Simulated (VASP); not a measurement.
Au: single point with r2SCAN

The system is Au.

```
CELL_PARAMETERS angstrom
4.88435 0.00000 0.00000
-2.44217 4.22997 0.00000
0.00000 0.00000 2.91403
ATOMIC_POSITIONS crystal
Au 0.00000 0.00000 0.00000
Au 0.33333 0.66667 0.50000
Au 0.66667 0.33333 0.50000
```

This isn't the form of Au at room conditions, which is fcc.

| Item | Value |
| --- | --- |
| Program | VASP 6.6.1 |
| Task | single point |
| Functional | r2SCAN |
| Potentials or basis | VASP PAW PBE potentials, release 64 (Au) |
| Cutoff | 520 eV |
| k mesh | 9 × 9 × 13 |
| Occupations | fermi-dirac, width 0.1 eV |
| Spin | no spin polarisation |

The pressure is -11.7 GPa. The band gap on the k mesh is zero (an odd number of electrons rules out a gap without spin polarisation).

Stress tensor (GPa, compression positive):
```
-11.52   0.00   0.00
  0.00 -11.52   0.00
  0.00   0.00 -12.09
```

Levels at points of the mesh, in eV from the Fermi level:
| k point | band 12 | band 13 | band 14 | band 15 | band 16 | band 17 | band 18 | band 19 | band 20 | band 21 |
| --- | --- | --- | --- | --- | --- | --- | --- | --- | --- | --- |
| (0.00, 0.00, 0.00) | -3.23 | -3.16 | -3.16 | -1.96 | -1.96 | 2.47 | 3.28 | 5.14 | 5.14 | 5.15 |

It took 3.1 min on 1 thread of Intel(R) Xeon(R) Platinum 8124M CPU @ 3.00GHz (Skylake/Cascade Lake) (shared host), peak memory 0.24 GiB.

Caveat: the cell stands under tension; the PAW data sets were made with another functional, which shifts forces and pressure a little; spin-orbit coupling is left out, which moves the levels of the heavy elements.
